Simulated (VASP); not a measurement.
# CuAu (P4/mmm) in VASP: further runs

CuAu is run at these levels: PBE; tasks: relaxation of shape and atoms at fixed volume, single point, relaxation of cell and atoms.

All numbers are computed with VASP 6.6.1; they aren't measurements. Logs are shortened: lines on timing, memory, paths and dates and some standing lists are left out, and cuts for length are marked.

### 1 The cell of the first run

Symmetry: P4/mmm, No. 123, tetragonal system. The conventional cell has a = 2.949 Å, b = 2.949 Å, c = 3.658 Å, α = 90.00°, β = 90.00°, γ = 90.00°. Cu (site symmetry 4/mmm) has 8 Au at 2.77 Å and 6 Cu at 2.95 to 3.66 Å within 3.7 Å. Au (site symmetry 4/mmm) has 8 Cu at 2.77 Å and 6 Au at 2.95 to 3.66 Å within 3.7 Å.

### 2 Relaxation of shape and atoms at fixed volume, PBE (volume scaled by 1.06)

The input, INCAR:

```
PREC = Accurate ; ENCUT = 600
EDIFF = 1E-6 ; ISMEAR = 0
SIGMA = 0.1 ; LREAL = False
LASPH = True ; NELM = 100
ALGO = Normal ; ISIF = 4
LWAVE = False ; LCHARG = False
GGA = PE ; IBRION = 2
NSW = 50 ; EDIFFG = -0.01
```

The input, KPOINTS:

```
regular mesh
0
Gamma
  14 14 12
```

The input, POSCAR:

```
CuAu
1.0
    2.9487534546      0.0000000000      0.0000000000
    0.0000000000      2.9487534546      0.0000000000
    0.0000000000      0.0000000000      3.6579659030
Cu Au
1 1
Direct
    0.5000000000      0.5000000000      0.5000000000
    0.0000000000      0.0000000000      0.0000000000
```

Potentials or basis: VASP PAW PBE potentials, release 64 (Cu, Au).

Launch:

```console
$ cat potpaw_PBE.64/Cu/POTCAR potpaw_PBE.64/Au/POTCAR > POTCAR
$ mpirun -np 1 vasp_std > vasp.out
```

OUTCAR:

```text
PREC = Accurate
   ENCUT = 600
   EDIFF = 1E-6
   ISMEAR = 0
   LREAL = False
   LASPH = True
   NELM = 100
   ISIF = 4
   GGA = PE
   IBRION = 2
   NSW = 50
   EDIFFG = -0.01

 ion  position               nearest neighbor table
   1  0.500  0.500  0.500-   2 2.77   2 2.77   2 2.77   2 2.77   2 2.77   2 2.77   2 2.77   2 2.77

   2  0.000  0.000  0.000-   1 2.77   1 2.77   1 2.77   1 2.77   1 2.77   1 2.77   1 2.77   1 2.77

  LATTYP: Found a simple tetragonal cell.
 ALAT       =     2.9487534546
 C/A-ratio  =     1.2405126299

  Lattice vectors:

 A1 = (   2.9487534546,   0.0000000000,   0.0000000000)
 A2 = (   0.0000000000,   2.9487534546,   0.0000000000)
 A3 = (   0.0000000000,   0.0000000000,   3.6579659030)

Analysis of symmetry for initial positions (statically):
=====================================================================
 Subroutine PRICEL returns:
 Original cell was already a primitive cell.

 Routine SETGRP: Setting up the symmetry group for a
 simple tetragonal supercell.

 Subroutine GETGRP returns: Found 16 space group operations
 (whereof 16 operations were pure point group operations)
 out of a pool of 16 trial point group operations.

The static configuration has the point symmetry D_4h.

Analysis of symmetry for dynamics (positions and initial velocities):
=====================================================================
 Subroutine PRICEL returns:
 Original cell was already a primitive cell.

 Routine SETGRP: Setting up the symmetry group for a
 simple tetragonal supercell.

 Subroutine GETGRP returns: Found 16 space group operations
 (whereof 16 operations were pure point group operations)
 out of a pool of 16 trial point group operations.

The dynamic configuration has the point symmetry D_4h.

 Subroutine INISYM returns: Found 16 space group operations
 (whereof 16 operations are pure point group operations),
 and found     1 'primitive' translations

----------------------------------------------------------------------------------------

                                     Primitive cell

  volume of cell :      31.8066

  direct lattice vectors                    reciprocal lattice vectors
     2.948753455  0.000000000  0.000000000     0.339126351  0.000000000  0.000000000
     0.000000000  2.948753455  0.000000000     0.000000000  0.339126351  0.000000000
     0.000000000  0.000000000  3.657965903     0.000000000  0.000000000  0.273375976

  length of vectors
     2.948753455  2.948753455  3.657965903     0.339126351  0.339126351  0.273375976

  position of ions in fractional coordinates (direct lattice)
     0.500000000  0.500000000  0.500000000
     0.000000000  0.000000000  0.000000000

  ion indices of the primitive-cell ions
   primitive index   ion index
                 1           1
                 2           2

----------------------------------------------------------------------------------------

 KPOINTS: regular mesh

Automatic generation of k-mesh.
 Grid dimensions read from file:
 generate k-points for:   14   14   12

 Generating k-lattice:

  Cartesian coordinates                     Fractional coordinates (reciprocal lattice)
     0.024223311  0.000000000  0.000000000     0.071428571  0.000000000  0.000000000
     0.000000000  0.024223311  0.000000000     0.000000000  0.071428571  0.000000000
     0.000000000  0.000000000  0.022781331     0.000000000  0.000000000  0.083333333

  Length of vectors
     0.024223311  0.024223311  0.022781331

  Shift w.r.t. Gamma in fractional coordinates (k-lattice)
     0.000000000  0.000000000  0.000000000

 Subroutine IBZKPT returns following result:
 ===========================================

 Found    252 irreducible k-points:

 Following reciprocal coordinates:
            Coordinates               Weight
  0.000000  0.000000  0.000000      1.000000
  0.071429  0.000000  0.000000      4.000000
  0.142857  0.000000  0.000000      4.000000
  0.214286  0.000000  0.000000      4.000000
  0.285714  0.000000  0.000000      4.000000
  0.357143  0.000000  0.000000      4.000000
[... 16 lines left out ...]
  0.285714  0.214286  0.000000      8.000000
  0.357143  0.214286  0.000000      8.000000
 [... further k-points ...]
   k-points           NKPTS =    252   k-points in BZ     NKDIM =    252   number of bands    NBANDS=     15
   number of dos      NEDOS =    301   number of ions     NIONS =      2
   total plane-waves  NPLWV =  17280
   dimension x,y,z NGX =    24 NGY =   24 NGZ =   30
   dimension x,y,z NGXF=    48 NGYF=   48 NGZF=   60
   ions per type =               1   1
   NGX,Y,Z   is equivalent  to a cutoff of  13.53, 13.53, 13.63 a.u.
   NGXF,Y,Z  is equivalent  to a cutoff of  27.06, 27.06, 27.27 a.u.
 SYSTEM =  unknown system
   PREC   = accura    normal or accurate (medium, high low for compatibility)
   ISTART =      0    job   : 0-new  1-cont  2-samecut
   ICHARG =      2    charge: 1-file 2-atom 10-const
   ISPIN  =      1    spin polarized calculation?
   LNONCOLLINEAR =      F non collinear calculations
   LSORBIT =      F    spin-orbit coupling
   LASPH  =      T    aspherical Exc in radial PAW
   ENCUT  =  600.0 eV  44.10 Ry    6.64 a.u.   5.89  5.89  7.31*2*pi/ulx,y,z
   NELM   =    100;   NELMIN=  2; NELMDL= -5     # of ELM steps
   EDIFF  = 0.1E-05   stopping-criterion for ELM
   LREAL  =      F    real-space projection
   EDIFFG = -.1E-01   stopping-criterion for IOM
   NSW    =     50    number of steps for IOM
   IBRION =      2    ionic relax: 0-MD 1-quasi-New 2-CG
   NFREE  =      1    steps in history (QN), initial steepest desc. (CG)
   ISIF   =      4    stress and relaxation
   ISYM   =      2    0-nonsym 1-usesym 2-fastsym
   POTIM  = 0.5000    time-step for ionic-motion
   TEBEG  =    0.0;   TEEND  =   0.0 temperature during run
   PSTRESS=    0.0 pullay stress
   NELECT =      22.0000    total number of electrons
   NUPDOWN=      -1.0000    fix difference up-down
   EMIN   =  10.00;   EMAX   =-10.00  energy-range for DOS
   EFERMI =   0.00;   METHOD = LEGACY
   ISMEAR =     0;   SIGMA  =   0.10  broadening in eV -4-tet -1-fermi 0-gaus
   EFERMI_NEDOS =   21; number of points for ismear=-14 and -15
   IALGO  =     38    algorithm
   IMIX   =      4    mixing-type and parameters
     AMIX     =   0.40;   BMIX     =  1.00
     AMIX_MAG =   1.60;   BMIX_MAG =  1.00
  volume/ion in A,a.u.               =      15.90       107.32
  Fermi-wavevector in a.u.,A,eV,Ry     =   1.447805  2.735956 28.519723  2.096141
  Thomas-Fermi vector in A             =   2.565718
   LORBIT       =      0    0 simple, 1 ext, 2 COOP (PROOUT), +10 PAW based schemes
   GGA     = PE    functional components
   LHFCALC =     F    Hartree Fock is set to
   AEXX    =    0.0000 exact exchange contribution
   IVDW    =     0    specifies the selected vdW correction
   LEPSILON=     F    determine dielectric tensor
   LRPA    =     F    only Hartree local field effects (RPA)
 conjugate gradient relaxation of ions
 non-spin polarized calculation
 Gauss-broadening in eV      SIGMA  =   0.10
  energy-cutoff  :      600.00
  volume of cell :       31.81
 maximum number of plane-waves:      1104
 NGX is ok and might be reduce to    24
   NGX = 11   NGY = 11   NGZ = 15

 number of electron      22.0000002 magnetization

 Free energy of the ion-electron system (eV)
  ---------------------------------------------------
  ext. energy  EPLUGINS =         0.00000000
  ---------------------------------------------------
  free energy    TOTEN  =        -7.02909797 eV

  energy without entropy =       -7.02698108  energy(sigma->0) =       -7.02803953

 E-fermi :   7.4744     XC(G=0): -12.1501

 val. band max:        7.4571023326   @ k =   0.4286   0.0000   0.4167
 cond. band min:       7.4868691164   @ k =   0.2143   0.0000   0.3333
 fundamental gap:      0.0297667838
 Fermi energy:         7.4744186762

 k-point     1 :       0.0000    0.0000    0.0000
  band No.  band energies     occupation
      1      -1.4733      2.00000
      2       1.6476      2.00000
      3       1.7586      2.00000
      4       3.6963      2.00000
      5       3.6963      2.00000
      6       4.4805      2.00000
      7       5.0199      2.00000
      8       5.5487      2.00000
      9       5.8753      2.00000
     10       6.0495      2.00000
     11       6.0495      2.00000
     12      10.4524      0.00000
     13      15.6665      0.00000
     14      16.4915      0.00000
     15      16.4915      0.00000

 k-point     2 :       0.0714    0.0000    0.0000
  band No.  band energies     occupation
      1      -1.3675      2.00000
      2       1.6971      2.00000
      3       1.8122      2.00000
      4       3.6463      2.00000
      5       3.7198      2.00000
      6       4.4423      2.00000
      7       5.0338      2.00000
      8       5.5402      2.00000
      9       5.8320      2.00000
     10       5.9285      2.00000
     11       6.0275      2.00000
     12      10.7151      0.00000
     13      15.1610      0.00000
     14      16.2876      0.00000
     15      16.6722      0.00000

 k-point     3 :       0.1429    0.0000    0.0000
  band No.  band energies     occupation
      1      -1.0581      2.00000
      2       1.8084      2.00000
      3       1.9992      2.00000
      4       3.5028      2.00000
      5       3.7881      2.00000
      6       4.3331      2.00000
      7       5.0632      2.00000
      8       5.5259      2.00000
      9       5.6523      2.00000
     10       5.7197      2.00000
     11       5.9632      2.00000
     12      11.4134      0.00000
     13      13.7315      0.00000
     14      16.2080      0.00000
     15      17.1935      0.00000
[... 343 lines left out ...]
 k-point    23 :       0.2857    0.2143    0.0000
  band No.  band energies     occupation
      1       0.8169      2.00000
      2       2.4923      2.00000
      3       2.8998      2.00000
      4       2.9275      2.00000
      5       3.3221      2.00000
      6       3.7628      2.00000
      7       5.2484      2.00000
      8       5.2913      2.00000
      9       5.3929      2.00000
     10       5.6226      2.00000
     11       6.0782      2.00000
     12      11.3736      0.00000
     13      13.8865      0.00000
     14      14.6980      0.00000
     15      17.1172      0.00000

 k-point    24 :       0.3571    0.2143    0.0000
  band No.  band energies     occupation
      1       1.3492      2.00000
      2       2.4801      2.00000
      3       2.7120      2.00000
      4       2.9987      2.00000
      5       3.2535      2.00000
      6       4.1388      2.00000
      7       5.2724      2.00000
      8       5.3767      2.00000
      9       5.4520      2.00000
     10       5.7577      2.00000
     11       5.9947      2.00000
     12       9.7355      0.00000
     13      14.7443      0.00000
     14      15.7806      0.00000
     15      17.3906      0.00000

 [... further k-points ...]
[... 5 lines left out ...]
  --------------------------------------------------------------------------------------
  -------------------------------------------------------------------------------------
  Total       -1.3774425     -1.3774425     -1.3556839      0.0000000     -0.0000000      0.0000000
  in kB      -69.3853014    -69.3853014    -68.2892635      0.0000000     -0.0000000      0.0000000
  external PRESSURE =     -69.0199554 kB  Pullay stress =       0.0000000 kB

 VOLUME and BASIS-vectors are now :
 -----------------------------------------------------------------------------
  energy-cutoff  :      600.00
  volume of cell :       31.81
      direct lattice vectors                 reciprocal lattice vectors
     2.948753455  0.000000000  0.000000000     0.339126351  0.000000000  0.000000000
     0.000000000  2.948753455  0.000000000     0.000000000  0.339126351  0.000000000
     0.000000000  0.000000000  3.657965903     0.000000000  0.000000000  0.273375976

 POSITION                                       TOTAL-FORCE (eV/Angst)
 -----------------------------------------------------------------------------------
      1.47438      1.47438      1.82898         0.000000      0.000000      0.000000
      0.00000      0.00000      0.00000         0.000000      0.000000      0.000000
 -----------------------------------------------------------------------------------
    total drift:                                0.000000      0.000000     -0.000000

  FREE ENERGIE OF THE ION-ELECTRON SYSTEM (eV)
  ---------------------------------------------------
  free  energy   TOTEN  =        -7.0290979665 eV

  energy  without entropy=       -7.0269810837  energy(sigma->0) =       -7.02803953

 reached required accuracy - stopping structural energy minimisation
```

Wall time 65 s (1 thread of Intel Xeon Platinum 8124M at 3.00GHz (Skylake/Cascade Lake), shared host); peak memory 0.29 GiB.

What came out:

```
Free energy             : -7.0291 eV
Pressure after relaxing : -6.9 GPa
Band gap on the k mesh  : zero (band 11 reaches 12.24 eV, above the bottom of band 12 at 5.59 eV)
```

Stress tensor (GPa, compression positive):
```
-6.94  0.00  0.00
 0.00 -6.94  0.00
 0.00  0.00 -6.83
```

Final structure:
```
Cu Au
1.0
     2.94875    0.00000    0.00000
     0.00000    2.94875    0.00000
     0.00000    0.00000    3.65797
Cu Au
1 1
Direct
  0.50000 0.50000 0.50000
  0.00000 0.00000 0.00000
```

Levels at points of the mesh, in eV from the Fermi level:
```csv
k point,band 7,band 8,band 9,band 10,band 11,band 12,band 13,band 14,band 15
"(0.00, 0.00, 0.00)",-2.45,-1.93,-1.60,-1.42,-1.42,2.98,8.19,9.02,9.02
"(0.50, 0.00, 0.00)",-2.66,-2.65,-2.22,-2.04,-0.95,-0.56,9.61,9.72,11.08
"(0.50, 0.50, 0.00)",-1.64,-1.60,-1.30,-1.30,0.59,0.59,4.07,5.85,10.26
"(0.00, 0.00, 0.50)",-2.84,-2.74,-2.17,-2.17,-2.02,-1.88,13.59,13.59,13.62
"(0.50, 0.00, 0.50)",-1.91,-1.67,-1.47,-1.44,-0.67,-0.67,2.21,4.03,14.83
"(0.50, 0.50, 0.50)",-2.88,-1.93,-1.85,-1.60,4.77,5.05,5.28,5.28,6.39
```

Caveat: the relaxation stopped at its first step, so nothing moved; spin-orbit coupling is left out, which moves the levels of the heavy elements.

(Continued in part 2 of 2.)
